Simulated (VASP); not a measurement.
Runs of VASP 6.6.1 on AlRu (rocksalt type). The structure is that of space group Fm-3m (No. 225), or close to it. The cells are those of the table. 

```tsv
task	cell	k mesh for the DOS	occupations for the DOS	gap on the mesh (eV)	pressure (GPa)
single point	a = 3.341 Å, angles 60.0°, 2 atoms	-	-	none	(b)
single point	a = 3.004 Å, angles 60.0°, 2 atoms	-	-	none	178.6
single point	a = 2.856 Å, angles 60.0°, 2 atoms	-	-	none	326.7
single point	a = 3.236 Å, angles 60.0°, 2 atoms	-	-	none	56.3
single point	a = 3.486 Å, angles 60.0°, 2 atoms	-	-	none	0.1
single point	a = 3.415 Å, angles 60.0°, 2 atoms	-	-	none	(a)
```

Alike in all rows: level PBEsol; potentials or basis VASP PAW PBE potentials, release 64 (Ru_pv, Al); no spin polarisation; k mesh 14 × 14 × 14; cutoff (eV) 520; smearing fermi-dirac 0.05 eV.

Q: Estimate the missing entries.

A: (a) 11.2; (b) 26.5.

Caveats: the PAW data sets were made with another functional, which shifts forces and pressure a little.

A k mesh can miss the band edges, and the runs leave out spin-orbit coupling on Ru.

A gap of «none» marks levels without a gap at the run's occupations.
